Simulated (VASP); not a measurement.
Here is a VASP 6.6.1 calculation.

Contents of INCAR:

```
ALGO = Normal
EDIFF = 1E-6
EDIFFG = -0.01
ENCUT = 600
GGA = PS
IBRION = 2
ISIF = 4
ISMEAR = 0
LASPH = T
LCHARG = F
LREAL = F
LWAVE = F
NELM = 100
NSW = 50
PREC = Accurate
SIGMA = 0.02
```

The input KPOINTS:

```
k-points
0
Gamma
  12 12 6
```

POSCAR

```
GaN
1.0
    3.1504290339      0.0000000000      0.0000000000
   -1.5752145170      2.7283515762      0.0000000000
    0.0000000000      0.0000000000      5.1330444579
Ga N
2 2
Direct
    0.3333333333      0.6666666667     -0.0008058931
    0.6666666667      0.3333333333      0.4991941069
    0.3333333333      0.6666666667      0.3758058931
    0.6666666667      0.3333333333      0.8758058931
```

Potentials or basis: VASP PAW PBE potentials, release 64 (Ga_d, N).

Command:

```sh
$ cat potpaw_PBE.64/Ga_d/POTCAR potpaw_PBE.64/N/POTCAR > POTCAR
$ mpirun -np 1 vasp_std > vasp.out
```

**Question.** Predict the band gap on the k mesh.

**Answer.** 2.10 eV, direct.

Final structure:
```cif
data_structure
_symmetry_space_group_name_H-M 'P 1'
_symmetry_Int_Tables_number 1
_cell_length_a 3.1504
_cell_length_b 3.1504
_cell_length_c 5.1330
_cell_angle_alpha 90.000
_cell_angle_beta 90.000
_cell_angle_gamma 120.000
_cell_volume 44.12
loop_
_atom_site_label
_atom_site_type_symbol
_atom_site_fract_x
_atom_site_fract_y
_atom_site_fract_z
_atom_site_occupancy
Ga1 Ga 0.33333 0.66667 0.99919 1
Ga2 Ga 0.66667 0.33333 0.49919 1
N1 N 0.33333 0.66667 0.37581 1
N2 N 0.66667 0.33333 0.87581 1
```

Caveat: the relaxation stopped at its first step, so nothing moved.
